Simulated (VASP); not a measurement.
# SiC (P6_3mc) in VASP: notebook, part 3 of 3

VASP 6.6.1. Earlier steps stand in the parts before.

### 5 Single point, PBEsol (film at in-plane strain +0.01)

File INCAR:

```
SYSTEM = SiC
PREC = Accurate
ENCUT = 520
EDIFF = 1E-7
ISMEAR = 0
SIGMA = 0.01
LREAL = .FALSE.
LASPH = .TRUE.
NELM = 100
ALGO = Normal
ISIF = 2
LWAVE = .FALSE.
LCHARG = .FALSE.
GGA = PS
NBANDS = 16
```

File KPOINTS:

```
Automatic mesh
0
G
  8 8 6
  0 0 0
```

File POSCAR:

```
SiC
1.0
    3.1065296763      0.0000000000      0.0000000000
   -1.5532648382      2.6903336173      0.0000000000
    0.0000000000      0.0000000000      5.0369763036
Si C
2 2
Direct
    0.3333333333      0.6666666667      0.0039286231
    0.6666666667      0.3333333333      0.5039286231
    0.3333333333      0.6666666667      0.3810713769
    0.6666666667      0.3333333333      0.8810713769
```

Potentials or basis: VASP PAW PBE potentials, release 64 (Si, C).

The run is started by

```bash
cat potpaw_PBE.64/Si/POTCAR potpaw_PBE.64/C/POTCAR > POTCAR
mpirun -np 1 vasp_std > vasp.out
```

OUTCAR:

```text
SYSTEM = SiC
   PREC = Accurate
   ENCUT = 520
   EDIFF = 1E-7
   ISMEAR = 0
   LREAL = .FALSE.
   LASPH = .TRUE.
   NELM = 100
   ISIF = 2
   GGA = PS

 ion  position               nearest neighbor table
   1  0.333  0.667  0.004-   4 1.90   4 1.90   4 1.90   3 1.90   2 3.09   2 3.09   2 3.09   2 3.09
                             2 3.09   2 3.09
   2  0.667  0.333  0.504-   3 1.90   3 1.90   3 1.90   4 1.90   1 3.09   1 3.09   1 3.09   1 3.09
                             1 3.09   1 3.09
   3  0.333  0.667  0.381-   2 1.90   2 1.90   2 1.90   1 1.90
   4  0.667  0.333  0.881-   1 1.90   1 1.90   1 1.90   2 1.90

  LATTYP: Found a hexagonal cell.
 ALAT       =     3.1065296763
 C/A-ratio  =     1.6214158011

  Lattice vectors:

 A1 = (   3.1065296763,   0.0000000000,   0.0000000000)
 A2 = (  -1.5532648382,   2.6903336173,   0.0000000000)
 A3 = (   0.0000000000,   0.0000000000,   5.0369763036)

Analysis of symmetry for initial positions (statically):
=====================================================================
 Subroutine PRICEL returns:
 Original cell was already a primitive cell.

 Routine SETGRP: Setting up the symmetry group for a
 hexagonal supercell.

 Subroutine GETGRP returns: Found 12 space group operations
 (whereof  6 operations were pure point group operations)
 out of a pool of 24 trial point group operations.

The static configuration has the point symmetry C_3v.
 The point group associated with its full space group is C_6v.

Analysis of symmetry for dynamics (positions and initial velocities):
=====================================================================
 Subroutine PRICEL returns:
 Original cell was already a primitive cell.

 Routine SETGRP: Setting up the symmetry group for a
 hexagonal supercell.

 Subroutine GETGRP returns: Found 12 space group operations
 (whereof  6 operations were pure point group operations)
 out of a pool of 24 trial point group operations.

The dynamic configuration has the point symmetry C_3v.
 The point group associated with its full space group is C_6v.

 Subroutine INISYM returns: Found 12 space group operations
[... 121 lines left out ...]
     AMIX_MAG =   1.60;   BMIX_MAG =  1.00
  volume/ion in A,a.u.               =      10.52        71.02
  Fermi-wavevector in a.u.,A,eV,Ry     =   1.185853  2.240938 19.133167  1.406248
  Thomas-Fermi vector in A             =   2.322038
   LORBIT       =      0    0 simple, 1 ext, 2 COOP (PROOUT), +10 PAW based schemes
   GGA     = PS    functional components
   LHFCALC =     F    Hartree Fock is set to
   AEXX    =    0.0000 exact exchange contribution
   IVDW    =     0    specifies the selected vdW correction
   LEPSILON=     F    determine dielectric tensor
   LRPA    =     F    only Hartree local field effects (RPA)
 non-spin polarized calculation
 Gauss-broadening in eV      SIGMA  =   0.01
  energy-cutoff  :      520.00
  volume of cell :       42.10
 maximum number of plane-waves:      1146
 NGX is ok and might be reduce to    24
   NGX = 11   NGY = 11   NGZ = 19

 number of electron      16.0000001 magnetization

 Free energy of the ion-electron system (eV)
  ---------------------------------------------------
  ext. energy  EPLUGINS =         0.00000000
  ---------------------------------------------------
  free energy    TOTEN  =       -31.80767605 eV

  energy without entropy =      -31.80767605  energy(sigma->0) =      -31.80767605

 E-fermi :   8.0564     XC(G=0): -11.4226

 val. band max:        7.9811191896   @ k =   0.0000   0.0000   0.0000
 cond. band min:      10.4663280963   @ k =   0.3750   0.2500   0.0000
 fundamental gap:      2.4852089067
 Fermi energy:         8.0563537230

 k-point     1 :       0.0000    0.0000    0.0000
  band No.  band energies     occupation
      1      -7.4400      2.00000
      2      -3.8114      2.00000
      3      -0.6116      2.00000
      4       6.6116      2.00000
      5       6.6116      2.00000
      6       7.9808      2.00000
[... 433 lines left out ...]
      3       0.4355      2.00000
      4       1.6997      2.00000
      5       4.0498      2.00000
      6       5.2504      2.00000
[... 8 lines left out ...]
     15      19.5094      0.00000
     16      19.6643      0.00000

 [... further k-points ...]
[... 5 lines left out ...]
  --------------------------------------------------------------------------------------
  -------------------------------------------------------------------------------------
  Total       -1.4200553     -1.4200553      0.1035437      0.0000000     -0.0000000      0.0000000
  in kB      -54.0460905    -54.0460905      3.9407828      0.0000000     -0.0000000      0.0000000
  external PRESSURE =     -34.7171327 kB  Pullay stress =       0.0000000 kB

 VOLUME and BASIS-vectors are now :
 -----------------------------------------------------------------------------
  energy-cutoff  :      520.00
  volume of cell :       42.10
      direct lattice vectors                 reciprocal lattice vectors
     3.106529676  0.000000000  0.000000000     0.321902607  0.185850557  0.000000000
    -1.553264838  2.690333617  0.000000000     0.000000000  0.371701113  0.000000000
     0.000000000  0.000000000  5.036976304     0.000000000  0.000000000  0.198531806

 POSITION                                       TOTAL-FORCE (eV/Angst)
 -----------------------------------------------------------------------------------
     -0.00000      1.79356      0.01979        -0.000000      0.000000     -0.000161
      1.55326      0.89678      2.53828         0.000000     -0.000000     -0.000161
     -0.00000      1.79356      1.91945        -0.000000      0.000000      0.000161
      1.55326      0.89678      4.43794         0.000000     -0.000000      0.000161
 -----------------------------------------------------------------------------------
    total drift:                               -0.000000      0.000000      0.000382

  FREE ENERGIE OF THE ION-ELECTRON SYSTEM (eV)
  ---------------------------------------------------
  free  energy   TOTEN  =       -31.8076760461 eV

  energy  without entropy=      -31.8076760461  energy(sigma->0) =      -31.80767605
```

OSZICAR:

```text
N       E                     dE             d eps       ncg     rms          rms(c)
DAV:   1     0.231161494157E+02    0.23116E+02   -0.71417E+03  1280   0.892E+02
DAV:   2    -0.328822068245E+02   -0.55998E+02   -0.51215E+02  1816   0.157E+02
DAV:   3    -0.353057228132E+02   -0.24235E+01   -0.24142E+01  1704   0.302E+01
DAV:   4    -0.353235920374E+02   -0.17869E-01   -0.17867E-01  1536   0.316E+00
DAV:   5    -0.353237651630E+02   -0.17313E-03   -0.17312E-03  1656   0.297E-01    0.121E+01
DAV:   6    -0.319316929034E+02    0.33921E+01   -0.58920E+00  1624   0.148E+01    0.554E+00
DAV:   7    -0.318396073150E+02    0.92086E-01   -0.10265E+00  1800   0.584E+00    0.238E+00
DAV:   8    -0.318110491398E+02    0.28558E-01   -0.53269E-02  1464   0.141E+00    0.576E-01
DAV:   9    -0.318075120502E+02    0.35371E-02   -0.70270E-03  1664   0.559E-01    0.113E-01
DAV:  10    -0.318076690125E+02   -0.15696E-03   -0.72095E-04  1448   0.158E-01    0.531E-02
DAV:  11    -0.318076756574E+02   -0.66449E-05   -0.40619E-05  1632   0.463E-02    0.113E-02
DAV:  12    -0.318076759926E+02   -0.33519E-06   -0.37634E-06  1568   0.123E-02    0.385E-03
DAV:  13    -0.318076760461E+02   -0.53538E-07   -0.67234E-07  1672   0.513E-03
   1 F= -.31807676E+02 E0= -.31807676E+02  d E =-.839482E-29
```

Wall time 32 s (1 thread of Intel Xeon 8259CL, shared host); peak memory 0.16 GiB.

Results:

```yaml
Free_energy: -31.8077 eV
Pressure: -3.5 GPa
Band_gap_on_the_k_mesh: 2.49 eV (least direct gap 3.72 eV)
```

Caveat: the cell differs from its parent crystal (film at in-plane strain +0.01); the stress differs along the axes, from -5 to 0 GPa; the PAW data sets were made with another functional, which shifts forces and pressure a little. A k mesh can miss the band edges.

### 6 Single point, PBEsol (in-plane strain +0.02)

File INCAR:

```
  PREC = Accurate
  ENCUT = 520
  EDIFF = 1E-6
  ISMEAR = 0
  SIGMA = 0.01
  LREAL = False
  LASPH = True
  NELM = 60
  ALGO = Normal
  ISIF = 2
  LWAVE = False
  LCHARG = False
  GGA = PS
  NBANDS = 16
```

File KPOINTS:

```
Automatic mesh
0
Gamma
  8 8 6
```

File POSCAR:

```
SiC
1.0
    3.1372873959      0.0000000000      0.0000000000
   -1.5686436980      2.7169705838      0.0000000000
    0.0000000000      0.0000000000      4.9869609296
Si C
2 2
Direct
    0.3333333333      0.6666666667      0.0045931152
    0.6666666667      0.3333333333      0.5045931152
    0.3333333333      0.6666666667      0.3804068848
    0.6666666667      0.3333333333      0.8804068848
```

Potentials or basis: VASP PAW PBE potentials, release 64 (Si, C).

The run is started by

```bash
cat potpaw_PBE.64/Si/POTCAR potpaw_PBE.64/C/POTCAR > POTCAR
mpirun -np 1 vasp_std > vasp.out
```

OUTCAR:

```text
PREC = Accurate
   ENCUT = 520
   EDIFF = 1E-6
   ISMEAR = 0
   LREAL = False
   LASPH = True
   NELM = 60
   ISIF = 2
   GGA = PS

 ion  position               nearest neighbor table
   1  0.333  0.667  0.005-   3 1.87   4 1.91   4 1.91   4 1.91   2 3.08   2 3.08   2 3.08   2 3.08
                             2 3.08   2 3.08
   2  0.667  0.333  0.505-   4 1.87   3 1.91   3 1.91   3 1.91   1 3.08   1 3.08   1 3.08   1 3.08
                             1 3.08   1 3.08
   3  0.333  0.667  0.380-   1 1.87   2 1.91   2 1.91   2 1.91
   4  0.667  0.333  0.880-   2 1.87   1 1.91   1 1.91   1 1.91

  LATTYP: Found a hexagonal cell.
 ALAT       =     3.1372873959
 C/A-ratio  =     1.5895773324

  Lattice vectors:

 A1 = (   3.1372873959,   0.0000000000,   0.0000000000)
 A2 = (  -1.5686436980,   2.7169705838,   0.0000000000)
 A3 = (   0.0000000000,   0.0000000000,   4.9869609296)

Analysis of symmetry for initial positions (statically):
=====================================================================
 Subroutine PRICEL returns:
 Original cell was already a primitive cell.

 Routine SETGRP: Setting up the symmetry group for a
 hexagonal supercell.

 Subroutine GETGRP returns: Found 12 space group operations
 (whereof  6 operations were pure point group operations)
 out of a pool of 24 trial point group operations.

The static configuration has the point symmetry C_3v.
 The point group associated with its full space group is C_6v.

Analysis of symmetry for dynamics (positions and initial velocities):
=====================================================================
 Subroutine PRICEL returns:
 Original cell was already a primitive cell.

 Routine SETGRP: Setting up the symmetry group for a
 hexagonal supercell.

 Subroutine GETGRP returns: Found 12 space group operations
 (whereof  6 operations were pure point group operations)
[... 121 lines left out ...]
   EFERMI =   0.00;   METHOD = LEGACY
   ISMEAR =     0;   SIGMA  =   0.01  broadening in eV -4-tet -1-fermi 0-gaus
   EFERMI_NEDOS =   21; number of points for ismear=-14 and -15
   IALGO  =     38    algorithm
   IMIX   =      4    mixing-type and parameters
     AMIX     =   0.40;   BMIX     =  1.00
     AMIX_MAG =   1.60;   BMIX_MAG =  1.00
  volume/ion in A,a.u.               =      10.63        71.72
  Fermi-wavevector in a.u.,A,eV,Ry     =   1.182015  2.233685 19.009517  1.397160
  Thomas-Fermi vector in A             =   2.318278
   LORBIT       =      0    0 simple, 1 ext, 2 COOP (PROOUT), +10 PAW based schemes
   GGA     = PS    functional components
   LHFCALC =     F    Hartree Fock is set to
   AEXX    =    0.0000 exact exchange contribution
   IVDW    =     0    specifies the selected vdW correction
   LEPSILON=     F    determine dielectric tensor
   LRPA    =     F    only Hartree local field effects (RPA)
 non-spin polarized calculation
 Gauss-broadening in eV      SIGMA  =   0.01
  energy-cutoff  :      520.00
  volume of cell :       42.51
 maximum number of plane-waves:      1162
 NGX is ok and might be reduce to    24
   NGX = 11   NGY = 11   NGZ = 19

 number of electron      16.0000000 magnetization

 Free energy of the ion-electron system (eV)
  ---------------------------------------------------
  ext. energy  EPLUGINS =         0.00000000
  ---------------------------------------------------
  free energy    TOTEN  =       -31.75428254 eV

  energy without entropy =      -31.75428254  energy(sigma->0) =      -31.75428254

 E-fermi :   7.9435     XC(G=0): -11.3791

 val. band max:        7.8942001271   @ k =   0.0000   0.0000   0.0000
 cond. band min:      10.2737251612   @ k =   0.5000   0.0000   0.0000
 fundamental gap:      2.3795250341
 Fermi energy:         7.9435189780

 k-point     1 :       0.0000    0.0000    0.0000
  band No.  band energies     occupation
      1      -7.4744      2.00000
      2      -3.7105      2.00000
      3      -0.6575      2.00000
      4       6.3993      2.00000
      5       6.3993      2.00000
      6       7.8712      2.00000
[... 433 lines left out ...]
      3       0.3193      2.00000
      4       1.6186      2.00000
      5       4.0407      2.00000
      6       5.0873      2.00000
[... 8 lines left out ...]
     15      19.2962      0.00000
     16      19.4021      0.00000

 [... further k-points ...]
[... 5 lines left out ...]
  --------------------------------------------------------------------------------------
  -------------------------------------------------------------------------------------
  Total       -2.9081282     -2.9081282      1.6380958      0.0000000      0.0000000      0.0000000
  in kB     -109.6096829   -109.6096829     61.7411453      0.0000000      0.0000000      0.0000000
  external PRESSURE =     -52.4927401 kB  Pullay stress =       0.0000000 kB

 VOLUME and BASIS-vectors are now :
 -----------------------------------------------------------------------------
  energy-cutoff  :      520.00
  volume of cell :       42.51
      direct lattice vectors                 reciprocal lattice vectors
     3.137287396  0.000000000  0.000000000     0.318746699  0.184028492  0.000000000
    -1.568643698  2.716970584  0.000000000     0.000000000  0.368056984  0.000000000
     0.000000000  0.000000000  4.986960930     0.000000000  0.000000000  0.200522927

 POSITION                                       TOTAL-FORCE (eV/Angst)
 -----------------------------------------------------------------------------------
     -0.00000      1.81131      0.02291         0.000000     -0.000000     -0.326234
      1.56864      0.90566      2.51639         0.000000      0.000000     -0.326234
     -0.00000      1.81131      1.89707        -0.000000      0.000000      0.326234
      1.56864      0.90566      4.39055         0.000000     -0.000000      0.326234
 -----------------------------------------------------------------------------------
    total drift:                               -0.000000      0.000000      0.000164

  FREE ENERGIE OF THE ION-ELECTRON SYSTEM (eV)
  ---------------------------------------------------
  free  energy   TOTEN  =       -31.7542825357 eV

  energy  without entropy=      -31.7542825357  energy(sigma->0) =      -31.75428254
```

OSZICAR:

```text
N       E                     dE             d eps       ncg     rms          rms(c)
DAV:   1     0.242538306123E+02    0.24254E+02   -0.70767E+03  1280   0.891E+02
DAV:   2    -0.325664300477E+02   -0.56820E+02   -0.51809E+02  1792   0.158E+02
DAV:   3    -0.352149556466E+02   -0.26485E+01   -0.26381E+01  1672   0.314E+01
DAV:   4    -0.352353132822E+02   -0.20358E-01   -0.20354E-01  1600   0.334E+00
DAV:   5    -0.352355153354E+02   -0.20205E-03   -0.20205E-03  1648   0.316E-01    0.120E+01
DAV:   6    -0.318760749407E+02    0.33594E+01   -0.58498E+00  1616   0.148E+01    0.547E+00
DAV:   7    -0.317861892194E+02    0.89886E-01   -0.99330E-01  1800   0.577E+00    0.236E+00
DAV:   8    -0.317575530574E+02    0.28636E-01   -0.51996E-02  1464   0.140E+00    0.566E-01
DAV:   9    -0.317541122328E+02    0.34408E-02   -0.68545E-03  1720   0.553E-01    0.115E-01
DAV:  10    -0.317542749569E+02   -0.16272E-03   -0.73565E-04  1408   0.159E-01    0.533E-02
DAV:  11    -0.317542824541E+02   -0.74972E-05   -0.41989E-05  1632   0.466E-02    0.115E-02
DAV:  12    -0.317542825357E+02   -0.81608E-07   -0.37817E-06  1544   0.125E-02
   1 F= -.31754283E+02 E0= -.31754283E+02  d E =-.401362E-15
```

It took 32 s on 1 thread of Intel Xeon 8259CL, shared host; peak memory 0.16 GiB.

What came out:

- Free energy: -31.7543 eV
- Pressure: -5.2 GPa
- Largest force: 0.326 eV/Å
- Band gap on the k mesh: 2.38 eV (least direct gap 3.50 eV)

Forces on the atoms (eV/Å):
```
Si   0.000  0.000 -0.326
Si   0.000  0.000 -0.326
C    0.000  0.000  0.326
C    0.000  0.000  0.326
```

Stress tensor (GPa, compression positive):
```
-10.96   0.00   0.00
  0.00 -10.96   0.00
  0.00   0.00   6.17
```

Caveat: the cell differs from its parent crystal (in-plane strain +0.02); the stress differs along the axes, from -11 to 6 GPa; the PAW data sets were made with another functional, which shifts forces and pressure a little. A k mesh can miss the band edges.

### 7 The runs side by side

| cell | gap on the mesh (eV) | pressure (GPa) | largest force (eV/Å) |
| --- | --- | --- | --- |
| a = 3.091, b = 3.091, c = 5.042 Å, angles 90.0, 90.0, 120.0°, 4 atoms, atomic positions A | 2.43 | -1.6 | - |
| a = 3.107, b = 3.107, c = 5.037 Å, angles 90.0, 90.0, 120.0°, 4 atoms, atomic positions B | 2.49 | -3.5 | - |
| a = 3.107, b = 3.107, c = 5.017 Å, angles 90.0, 90.0, 120.0°, 4 atoms, atomic positions C | 2.45 | -2.6 | 0.16 |
| a = 3.137, b = 3.137, c = 4.987 Å, angles 90.0, 90.0, 120.0°, 4 atoms, atomic positions C | 2.38 | -5.2 | 0.33 |

Alike in all rows: task single point; level PBEsol; potentials or basis VASP PAW PBE potentials, release 64 (Si, C); no spin polarisation; k mesh 8 × 8 × 6; cutoff (eV) 520; smearing gaussian 0.01 eV.

Caveats: the PAW data sets were made with another functional, which shifts forces and pressure a little; the stress differs along the axes, from -5 to 0 GPa (at least some runs); the stress differs along the axes, from -6 to 3 GPa (at least some runs); the stress differs along the axes, from -11 to 6 GPa (at least some runs).

Absolute energies hang on the potentials; compare differences alone.
